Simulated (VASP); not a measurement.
Set up this calculation in VASP 6.6.1, as the native input.

```
Task                   : single point
Functional             : PBEsol
Potentials or basis    : VASP PAW PBE potentials, release 64 (Pd)
Cutoff                 : 520 eV
k mesh                 : 24 × 24 × 24
Occupations            : gaussian, width 0.15 eV
Spin                   : no spin polarisation
Dipole correction      : no
Further INCAR settings : ALGO = Fast; EDIFF = 1e-07; NBANDS = 11
```

The structure of Pd lies in POSCAR:

```
Pd
1.0
    0.0000000000      2.1128357763      1.6480119055
    2.1128357763      0.0000000000      1.6480119055
    2.1128357763      2.1128357763      0.0000000000
Pd
1
Direct
    0.0000000000      0.0000000000      0.0000000000
```

This cell differs from its parent crystal: ratio of the length along z to the lengths across it x 0.78, volume and fractional coordinates fixed.

These files were run (other wordings do the same):

INCAR

```
SYSTEM = Pd
PREC = Accurate
ENCUT = 520
EDIFF = 1E-7
ISMEAR = 0
SIGMA = 0.15
LREAL = .FALSE.
LASPH = .TRUE.
NELM = 100
ALGO = Fast
ISIF = 2
LWAVE = .FALSE.
LCHARG = .TRUE.
GGA = PS
LELF = .TRUE.
LVHAR = .TRUE.
NBANDS = 11
```

KPOINTS

```
Automatic mesh
0
G
  24 24 24
  0 0 0
```

Potentials or basis: VASP PAW PBE potentials, release 64 (Pd).

The run is started by

```bash
$ cat potpaw_PBE.64/Pd/POTCAR > POTCAR
$ mpirun -np 1 vasp_std > vasp.out
```

It gave:

```yaml
Pressure: -1.2 GPa
Band_gap_on_the_k_mesh: zero (bands 5 and 6 overlap by 1.59 eV)
```

Caveat: the PAW data sets were made with another functional, which shifts forces and pressure a little.

Wall time 120 s on 1 thread of Intel(R) Xeon(R) Platinum 8488C (Sapphire Rapids), on a shared host, peak memory 0.28 GiB.
